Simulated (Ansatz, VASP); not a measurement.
**Two plane-wave programs on GaP**

```
Ga P
1.0
     0.00000    2.69566    2.69566
     2.69566    0.00000    2.69566
     2.69566    2.69566    0.00000
Ga P
1 1
Direct
  0.00000 0.00000 0.00000
  0.25000 0.25000 0.25000
```

Alike in both runs: task single point; functional LDA; k mesh 10 × 10 × 10; occupations gaussian, width 0.02 eV; no spin polarisation.

|  | VASP | Ansatz |
| --- | --- | --- |
| version | VASP 6.6.1 | Ansatz 0.2.0 |
| potentials or method | VASP PAW LDA potentials, release 64 (Ga_d, P), cutoff 500 eV | scalar-relativistic, plane waves, PAW |
| valence electrons in the cell | 18 | 18 |

Ansatz gave:

- gap on the k mesh at the Fermi level (eV): 1.40
- least direct gap on the mesh (eV): 1.88
- pressure (GPa): 0.0

Problem. What did VASP give for the same quantities?

Solution. gap on the k mesh at the Fermi level (eV): 1.40; least direct gap on the mesh (eV): 1.91; pressure (GPa): 0.1.

LDA's correlation is that of Perdew and Zunger in VASP and of Perdew and Wang (1992) in Ansatz.
